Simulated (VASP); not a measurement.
Crystal: MgO.

```xyz
2
Lattice="0.0000 1.9895 1.9895 1.9895 0.0000 1.9895 1.9895 1.9895 0.0000" Properties=species:S:1:pos:R:3 pbc="T T T"
Mg    0.0000    0.0000    0.0000
O     1.9895    1.9895    1.9895
```

This cell differs from its parent crystal: strain -5.4%.

Program: VASP 6.6.1. Alike in all runs: task single point; potentials or basis VASP PAW PBE potentials, release 64 (Mg, O); no spin polarisation; cell as given; cutoff (eV) 520.

**Question.** Order these runs on this cell by their band gap on the k mesh, lowest first.
A. level HSE06; k mesh 8 × 8 × 8; smearing gaussian 0.01 eV; grid for exact exchange (PRECFOCK) Normal; screening parameter 0.2079 1/Å
B. level PBE; k mesh 10 × 10 × 10; smearing fermi-dirac 0.02 eV
C. level r2SCAN; k mesh 10 × 10 × 10; smearing gaussian 0.01 eV

**Answer.** B (6.58 eV), C (7.53 eV), A (8.45 eV).
